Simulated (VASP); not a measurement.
# CuB3 (P6_3/mcm) in VASP: relaxation of cell and atoms with PBE

Aim: the relaxation of cell and atoms of CuB3 with PBE.

Everything below comes from runs of VASP 6.6.1. Logs are shortened: lines on timing, memory, paths and dates and some standing lists are left out, and cuts for length are marked.

### Step 1. The cell of the first run

Symmetry: P6_3/mcm, No. 193, hexagonal system. The conventional cell has a = 4.129 Å, b = 4.129 Å, c = 5.319 Å, α = 90.00°, β = 90.00°, γ = 120.00°. Cu (site symmetry -62m) has 3 B at 1.38 Å within 1.8 Å. B (site symmetry m2m) has 1 Cu at 1.38 Å within 1.8 Å.

### Step 2. Relaxation of cell and atoms, PBE

Input file INCAR:

```
SYSTEM = CuB3
PREC = Accurate
ENCUT = 600
EDIFF = 1E-6
ISMEAR = 0
SIGMA = 0.1
LREAL = .FALSE.
LASPH = .TRUE.
NELM = 100
ALGO = Normal
ISIF = 3
LWAVE = .FALSE.
LCHARG = .FALSE.
GGA = PE
IBRION = 2
NSW = 90
EDIFFG = -0.04
```

Input file KPOINTS:

```
regular mesh
0
G
  6 6 4
  0 0 0
```

Input file POSCAR:

```
CuB3
1.0
    4.1290279506      0.0000000000      0.0000000000
   -2.0645139753      3.5758430982      0.0000000000
    0.0000000000      0.0000000000      5.3188883437
Cu B
2 6
Direct
    0.0000000000      0.0000000000      0.7500000000
    0.0000000000      0.0000000000      0.2500000000
    0.6666666667      0.0000000000      0.7500000000
    0.3333333333      0.3333333333      0.7500000000
    0.0000000000      0.6666666667      0.7500000000
    0.3333333333      0.0000000000      0.2500000000
    0.0000000000      0.3333333333      0.2500000000
    0.6666666667      0.6666666667      0.2500000000
```

Potentials or basis: VASP PAW PBE potentials, release 64 (Cu, B).

Run with:

```
$ cat potpaw_PBE.64/Cu/POTCAR potpaw_PBE.64/B/POTCAR > POTCAR
$ mpirun -np 1 vasp_std > vasp.out
```

OUTCAR:

```text
SYSTEM = CuB3
   PREC = Accurate
   ENCUT = 600
   EDIFF = 1E-6
   ISMEAR = 0
   LREAL = .FALSE.
   LASPH = .TRUE.
   NELM = 100
   ISIF = 3
   GGA = PE
   IBRION = 2
   NSW = 90
   EDIFFG = -0.04

 ion  position               nearest neighbor table
   1  0.000  0.000  0.750-   3 1.38   4 1.38   5 1.38   2 2.66   2 2.66
   2  0.000  0.000  0.250-   6 1.38   7 1.38   8 1.38   1 2.66   1 2.66
   3  0.667  0.000  0.750-   1 1.38
   4  0.333  0.333  0.750-   1 1.38
   5  0.000  0.667  0.750-   1 1.38
   6  0.333  0.000  0.250-   2 1.38
   7  0.000  0.333  0.250-   2 1.38
   8  0.667  0.667  0.250-   2 1.38

  LATTYP: Found a hexagonal cell.
 ALAT       =     4.1290279506
 C/A-ratio  =     1.2881696146

  Lattice vectors:

 A1 = (   4.1290279506,   0.0000000000,   0.0000000000)
 A2 = (  -2.0645139753,   3.5758430982,   0.0000000000)
 A3 = (   0.0000000000,   0.0000000000,   5.3188883437)

Analysis of symmetry for initial positions (statically):
=====================================================================
 Subroutine PRICEL returns:
 Original cell was already a primitive cell.

 Routine SETGRP: Setting up the symmetry group for a
 hexagonal supercell.

 Subroutine GETGRP returns: Found 24 space group operations
 (whereof 12 operations were pure point group operations)
 out of a pool of 24 trial point group operations.

The static configuration has the point symmetry D_3d.
 The point group associated with its full space group is D_6h.

Analysis of symmetry for dynamics (positions and initial velocities):
=====================================================================
 Subroutine PRICEL returns:
 Original cell was already a primitive cell.

 Routine SETGRP: Setting up the symmetry group for a
 hexagonal supercell.

 Subroutine GETGRP returns: Found 24 space group operations
 (whereof 12 operations were pure point group operations)
 out of a pool of 24 trial point group operations.

The dynamic configuration has the point symmetry D_3d.
 The point group associated with its full space group is D_6h.

 Subroutine INISYM returns: Found 24 space group operations
 (whereof 12 operations are pure point group operations),
 and found     1 'primitive' translations

----------------------------------------------------------------------------------------

                                     Primitive cell

  volume of cell :      78.5321

  direct lattice vectors                    reciprocal lattice vectors
     4.129027951  0.000000000  0.000000000     0.242187753  0.139827164  0.000000000
    -2.064513975  3.575843098  0.000000000     0.000000000  0.279654328  0.000000000
     0.000000000  0.000000000  5.318888344     0.000000000  0.000000000  0.188009211

  length of vectors
     4.129027951  4.129027951  5.318888344     0.279654328  0.279654328  0.188009211

  position of ions in fractional coordinates (direct lattice)
     0.000000000  0.000000000  0.750000000
     0.000000000  0.000000000  0.250000000
     0.666666667  0.000000000  0.750000000
     0.333333333  0.333333333  0.750000000
     0.000000000  0.666666667  0.750000000
     0.333333333  0.000000000  0.250000000
     0.000000000  0.333333333  0.250000000
     0.666666667  0.666666667  0.250000000

  ion indices of the primitive-cell ions
   primitive index   ion index
                 1           1
                 2           2
                 3           3
                 4           4
                 5           5
                 6           6
                 7           7
                 8           8

----------------------------------------------------------------------------------------

 KPOINTS: regular mesh

Automatic generation of k-mesh.
 Grid dimensions read from file:
 generate k-points for:    6    6    4

 Generating k-lattice:

  Cartesian coordinates                     Fractional coordinates (reciprocal lattice)
     0.040364625  0.023304527  0.000000000     0.166666667 -0.000000000  0.000000000
     0.000000000  0.046609055  0.000000000     0.000000000  0.166666667  0.000000000
     0.000000000  0.000000000  0.047002303     0.000000000  0.000000000  0.250000000

  Length of vectors
     0.046609055  0.046609055  0.047002303

  Shift w.r.t. Gamma in fractional coordinates (k-lattice)
     0.000000000  0.000000000  0.000000000

 Subroutine IBZKPT returns following result:
 ===========================================

 Found     21 irreducible k-points:

 Following reciprocal coordinates:
            Coordinates               Weight
  0.000000  0.000000  0.000000      1.000000
  0.166667  0.000000  0.000000      6.000000
  0.333333  0.000000  0.000000      6.000000
  0.500000  0.000000  0.000000      3.000000
  0.166667  0.166667  0.000000      6.000000
  0.333333  0.166667  0.000000     12.000000
[... 13 lines left out ...]
  0.333333  0.166667  0.500000     12.000000
  0.333333  0.333333  0.500000      2.000000
   k-points           NKPTS =     21   k-points in BZ     NKDIM =     21   number of bands    NBANDS=     25
   number of dos      NEDOS =    301   number of ions     NIONS =      8
   total plane-waves  NPLWV =  54432
   dimension x,y,z NGX =    36 NGY =   36 NGZ =   42
   dimension x,y,z NGXF=    72 NGYF=   72 NGZF=   84
   ions per type =               2   6
   NGX,Y,Z   is equivalent  to a cutoff of  14.49, 14.49, 13.13 a.u.
   NGXF,Y,Z  is equivalent  to a cutoff of  28.99, 28.99, 26.25 a.u.
 SYSTEM =  CuB3
   PREC   = accura    normal or accurate (medium, high low for compatibility)
   ISTART =      0    job   : 0-new  1-cont  2-samecut
   ICHARG =      2    charge: 1-file 2-atom 10-const
   ISPIN  =      1    spin polarized calculation?
   LNONCOLLINEAR =      F non collinear calculations
   LSORBIT =      F    spin-orbit coupling
   LASPH  =      T    aspherical Exc in radial PAW
   ENCUT  =  600.0 eV  44.10 Ry    6.64 a.u.   8.25  8.25 10.62*2*pi/ulx,y,z
   NELM   =    100;   NELMIN=  2; NELMDL= -5     # of ELM steps
   EDIFF  = 0.1E-05   stopping-criterion for ELM
   LREAL  =      F    real-space projection
   EDIFFG = -.4E-01   stopping-criterion for IOM
   NSW    =     90    number of steps for IOM
   IBRION =      2    ionic relax: 0-MD 1-quasi-New 2-CG
   NFREE  =      1    steps in history (QN), initial steepest desc. (CG)
   ISIF   =      3    stress and relaxation
   ISYM   =      2    0-nonsym 1-usesym 2-fastsym
   POTIM  = 0.5000    time-step for ionic-motion
   TEBEG  =    0.0;   TEEND  =   0.0 temperature during run
   PSTRESS=    0.0 pullay stress
   NELECT =      40.0000    total number of electrons
   NUPDOWN=      -1.0000    fix difference up-down
   EMIN   =  10.00;   EMAX   =-10.00  energy-range for DOS
   EFERMI =   0.00;   METHOD = LEGACY
   ISMEAR =     0;   SIGMA  =   0.10  broadening in eV -4-tet -1-fermi 0-gaus
   EFERMI_NEDOS =   21; number of points for ismear=-14 and -15
   IALGO  =     38    algorithm
   IMIX   =      4    mixing-type and parameters
     AMIX     =   0.40;   BMIX     =  1.00
     AMIX_MAG =   1.60;   BMIX_MAG =  1.00
  volume/ion in A,a.u.               =       9.82        66.25
  Fermi-wavevector in a.u.,A,eV,Ry     =   1.307412  2.470650 23.256792  1.709326
  Thomas-Fermi vector in A             =   2.438148
   LORBIT       =      0    0 simple, 1 ext, 2 COOP (PROOUT), +10 PAW based schemes
   GGA     = PE    functional components
   LHFCALC =     F    Hartree Fock is set to
   AEXX    =    0.0000 exact exchange contribution
   IVDW    =     0    specifies the selected vdW correction
   LEPSILON=     F    determine dielectric tensor
   LRPA    =     F    only Hartree local field effects (RPA)
 conjugate gradient relaxation of ions
 non-spin polarized calculation
 Gauss-broadening in eV      SIGMA  =   0.10
  energy-cutoff  :      600.00
  volume of cell :       78.53
 maximum number of plane-waves:      2667
 NGX is ok and might be reduce to    36
   NGX = 17   NGY = 17   NGZ = 21

--------------------------------------- Ionic step        1  -------------------------------------------

 number of electron      39.9999995 magnetization

 Free energy of the ion-electron system (eV)
  ---------------------------------------------------
  ext. energy  EPLUGINS =         0.00000000
  ---------------------------------------------------
  free energy    TOTEN  =        -1.55564804 eV

  energy without entropy =       -1.54083810  energy(sigma->0) =       -1.54824307

------------------------ aborting loop because EDIFF is reached ----------------------------------------

  FORCE on cell =-STRESS in cart. coord.  units (eV):
  Direction    XX          YY          ZZ          XY          YZ          ZX
  --------------------------------------------------------------------------------------
  -------------------------------------------------------------------------------------
  Total       95.7490359     95.7490359      6.2773220      0.0000000      0.0000000     -0.0000000
  in kB     1953.4299473   1953.4299473    128.0671774      0.0000000      0.0000000     -0.0000000
  external PRESSURE =    1344.9756907 kB  Pullay stress =       0.0000000 kB
[... 1895 lines left out ...]
     24       5.1054      0.00000
     25       5.1054      0.00000

[... ionic steps 4 to 26 ...]

--------------------------------------- Ionic step       27  -------------------------------------------

 number of electron      39.9999987 magnetization

------------------------ aborting loop because EDIFF is reached ----------------------------------------

  FORCE on cell =-STRESS in cart. coord.  units (eV):
  Direction    XX          YY          ZZ          XY          YZ          ZX
  --------------------------------------------------------------------------------------
  -------------------------------------------------------------------------------------
  Total        0.2172753      0.2172753      0.2464325     -0.0000000      0.0000000      0.0000000
  in kB        3.7856591      3.7856591      4.2936740     -0.0000000      0.0000000      0.0000000
  external PRESSURE =       3.9549974 kB  Pullay stress =       0.0000000 kB
[... 69 lines left out ...]
  energy  without entropy=      -42.0089091815  energy(sigma->0) =      -42.01523662

--------------------------------------- Ionic step       29  -------------------------------------------

 number of electron      39.9999949 magnetization

 Free energy of the ion-electron system (eV)
  ---------------------------------------------------
  ext. energy  EPLUGINS =         0.00000000
  ---------------------------------------------------
  free energy    TOTEN  =       -42.02324498 eV

  energy without entropy =      -42.00986809  energy(sigma->0) =      -42.01655654

 E-fermi :   4.1786     XC(G=0): -10.1234

 val. band max:        3.9413204311   @ k =   0.3333   0.1667   0.0000
 cond. band min:       4.1855030159   @ k =   0.3333   0.1667   0.2500
 fundamental gap:      0.2441825848
 Fermi energy:         4.1786180087

 k-point     1 :       0.0000    0.0000    0.0000
  band No.  band energies     occupation
      1      -9.1664      2.00000
      2      -8.7365      2.00000
      3      -2.4063      2.00000
      4      -2.4063      2.00000
      5      -2.3552      2.00000
      6      -2.3552      2.00000
[... 612 lines left out ...]
  FREE ENERGIE OF THE ION-ELECTRON SYSTEM (eV)
  ---------------------------------------------------
  free  energy   TOTEN  =       -42.0232449838 eV

  energy  without entropy=      -42.0098680922  energy(sigma->0) =      -42.01655654

 reached required accuracy - stopping structural energy minimisation
```

Run time: 16 min. Hardware: 1 thread of Intel Xeon Platinum 8559C (Emerald Rapids), shared host; peak memory 0.24 GiB.

What came out:

* Free energy: -42.0232 eV
* Relaxed volume: 11.58 Å³/atom
* Relaxed cell: a = 3.830 Å, b = 3.830 Å, c = 7.291 Å, α = 90.00°, β = 90.00°, γ = 120.00°
* Space group after relaxing (to 0.05 Å): P6/mmm (No. 191)
* Energy gained by relaxing: 5058.4 meV/atom
* Ionic steps: 29
* Pressure after relaxing: 0.5 GPa
* Band gap on the k mesh: zero (band 20 reaches 5.27 eV, above the bottom of band 21 at 3.68 eV)

Forces in eV/Å, atoms in the order of the input:
```
Cu   0.000  0.000  0.000
Cu   0.000  0.000  0.000
B   -0.002  0.000  0.000
B    0.001  0.002  0.000
B    0.001 -0.002  0.000
B    0.002  0.000  0.000
B   -0.001  0.002  0.000
B   -0.001 -0.002  0.000
```

The path:
```tsv
step	energy change (eV)	largest force (eV/Å)	pressure (GPa)	volume (Å³)
1	0.0000	27.0308	134.50	78.53
2	-18.1243	0.8746	-14.16	202.80
3	-18.5702	0.8156	-14.34	194.93
4	-18.9907	0.7439	-14.76	187.87
5	-25.9463	0.0679	-26.84	126.90
6	-32.0749	0.5475	-32.62	101.18
7	-33.6843	2.5907	-22.34	89.47
8	-38.1167	2.2798	-12.16	75.30
9	-39.1724	0.3048	19.50	66.08
10	-39.2427	0.9724	8.94	68.24
11	-39.2506	0.7990	11.73	67.62
12	-39.5438	1.0570	5.63	71.29
13	-39.5461	0.9235	6.05	71.01
14	-39.9691	0.5802	-0.56	76.22
15	-40.2233	0.0638	-8.54	87.44
16	-40.4294	0.2527	0.06	88.17
17	-40.4325	0.2790	1.26	88.24
18	-40.4326	0.2904	1.70	88.27
19	-40.4489	0.0782	1.69	89.19
20	-40.4547	0.1049	1.65	89.97
21	-40.4609	0.0787	-0.25	91.23
22	-40.4609	0.0792	-0.33	91.21
23	-40.4609	0.0807	-0.08	91.13
24	-40.4609	0.0799	-0.11	91.17
25	-40.4631	0.0023	-0.10	91.43
26	-40.4637	0.0912	-0.01	91.71
27	-40.4653	0.0665	0.40	91.96
28	-40.4659	0.0431	0.80	92.19
29	-40.4676	0.0023	0.51	92.62
```

Final structure:
```
Cu B
1.0
     3.82984    0.00000    0.00000
    -1.91492    3.31674    0.00000
     0.00000    0.00000    7.29124
Cu B
2 6
Direct
  0.00000 0.00000 0.75000
  0.00000 0.00000 0.25000
  0.50002 0.00000 0.75000
  0.49998 0.49998 0.75000
  0.00000 0.50002 0.75000
  0.49998 0.00000 0.25000
  0.00000 0.49998 0.25000
  0.50002 0.50002 0.25000
```

Caveat: the volume moved by over 15 % at a fixed basis, so the end points are rough.
